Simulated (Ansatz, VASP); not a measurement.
**One calculation of AlN, two programs**

The input INCAR:

```
SYSTEM = AlN
  PREC = Accurate
  ENCUT = 600
  EDIFF = 1E-6
  ISMEAR = 0
  SIGMA = 0.05
  LREAL = .FALSE.
  LASPH = .TRUE.
  NELM = 120
  ALGO = Normal
  ISIF = 2
  LWAVE = .FALSE.
  LCHARG = .TRUE.
  LELF = .TRUE.
  LVHAR = .TRUE.
  NBANDS = 16
  GGA_COMPAT = .FALSE.
```

File KPOINTS:

```
regular mesh
0
G
  9 9 6
  0 0 0
```

The input POSCAR:

```
AlN
1.0
    3.2624340057      0.0000000000      0.0000000000
   -1.6312170028      2.8253507271      0.0000000000
    0.0000000000      0.0000000000      4.1875630000
Al N
2 2
Direct
    0.3333333333      0.6666666667      0.7500000000
    0.6666666667      0.3333333333      0.2500000000
    0.3333333333      0.6666666667      0.2500000000
    0.6666666667      0.3333333333      0.7500000000
```

Input for Ansatz:

```yaml
crystal:
  lattice:
    - [3.2624340057, 0.0, 0.0]
    - [-1.6312170028, 2.8253507271, 0.0]
    - [0.0, 0.0, 4.187563]
  atoms:
    - { symbol: Al, position: [0.3333333333, 0.6666666667, 0.75] }
    - { symbol: Al, position: [0.6666666667, 0.3333333333, 0.25] }
    - { symbol: "N", position: [0.3333333333, 0.6666666667, 0.25] }
    - { symbol: "N", position: [0.6666666667, 0.3333333333, 0.75] }
basis:
  ecutwfc: 420
kpoints:
  mp_grid: { grid: [9, 9, 6] }
hamiltonian:
  xc: lda
scf:
  occupations: { method: gaussian, width: 0.05 }
output:
  forces: true
  stress: true
  eigenvalues: true
```

Change from the starting cell: strain -0.015 along x and y, +0.000 along z, atoms carried along.

Alike in both runs: task single point; functional LDA; k mesh 9 × 9 × 6; occupations gaussian, width 0.05 eV; no spin polarisation.

|  | VASP | Ansatz |
| --- | --- | --- |
| version | VASP 6.6.1 | Ansatz 0.2.0 |
| potentials or method | VASP PAW LDA potentials, release 64 (Al, N), cutoff 600 eV | scalar-relativistic, plane waves, PAW |
| valence electrons in the cell | 16 | 16 |

|  | VASP | Ansatz | Ansatz less VASP |
| --- | --- | --- | --- |
| gap on the k mesh at the Fermi level (eV) | 3.48 | 3.47 | -0.010 |
| least direct gap on the mesh (eV) | 3.48 | 3.47 | -0.010 |
| pressure (GPa) | -1.5 | -2.0 | -0.47 |
| traceless stress, the component that is largest in VASP (GPa) | -3.29 | -3.00 | +0.289 |

LDA's correlation is that of Perdew and Zunger in VASP and of Perdew and Wang (1992) in Ansatz.
